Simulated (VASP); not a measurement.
Input of a VASP 6.6.1 run:

File INCAR:

```
SYSTEM = NaCl
ALGO = Normal
EDIFF = 1E-6
ENCUT = 520
GGA = PS
ISIF = 2
ISMEAR = 0
LASPH = .TRUE.
LCHARG = .TRUE.
LELF = .TRUE.
LREAL = .FALSE.
LVHAR = .TRUE.
LWAVE = .FALSE.
NBANDS = 14
NELM = 60
PREC = Accurate
SIGMA = 0.01
```

KPOINTS

```
k-points
0
G
  8 8 8
  0 0 0
```

Contents of POSCAR:

```
NaCl
1.0
    0.0000000000      2.6738580493      2.6738580493
    2.6738580493      0.0000000000      2.6738580493
    2.6738580493      2.6738580493      0.0000000000
Na Cl
1 1
Direct
    0.0000000000      0.0000000000      0.0000000000
    0.5000000000      0.5000000000      0.5000000000
```

Potentials or basis: VASP PAW PBE potentials, release 64 (Na_pv, Cl).

Run with:

```bash
$ cat potpaw_PBE.64/Na_pv/POTCAR potpaw_PBE.64/Cl/POTCAR > POTCAR
$ mpirun -np 1 vasp_std > vasp.out
```

**Question.** Predict the pressure.

**Answer.** 5.1 GPa.

**Question.** Estimate the band gap on the k mesh.

**Answer.** 5.59 eV, direct.

Caveat: the PAW data sets were made with another functional, which shifts forces and pressure a little. Expect the measured gap to be larger: semilocal functionals such as PBEsol lack the derivative discontinuity.
